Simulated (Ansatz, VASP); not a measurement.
One calculation of CdTe, two programs

```
Cd Te
1.0
     0.00000    3.30963    3.30963
     3.30963    0.00000    3.30963
     3.30963    3.30963    0.00000
Cd Te
1 1
Direct
  0.00000 0.00000 0.00000
  0.75000 0.75000 0.75000
```

Alike in both runs: functional PBE; k mesh 8 × 8 × 8; occupations gaussian, width 0.02 eV; no spin polarisation.

Ansatz relaxed the structure, and its values are those at the end. VASP's run is a single point on that final structure, the one shown.

|  | VASP | Ansatz |
| --- | --- | --- |
| version | VASP 6.6.1 | Ansatz 0.2.0 |
| potentials or method | VASP PAW PBE potentials, release 64 (Cd, Te), cutoff 520 eV | scalar-relativistic, plane waves, PAW |
| valence electrons in the cell | 18 | 36 |

|  | VASP | Ansatz | Ansatz less VASP |
| --- | --- | --- | --- |
| gap on the k mesh at the Fermi level (eV) | 0.58 | 0.58 | +0.002 |
| least direct gap on the mesh (eV) | 0.58 | 0.58 | +0.002 |
| pressure (GPa) | 0.1 | 0.0 | -0.11 |

VASP's potentials hold 18 valence electrons a cell and Ansatz's 36, so a difference there can come from the potentials and not from the codes.

Spin-orbit coupling is off throughout.
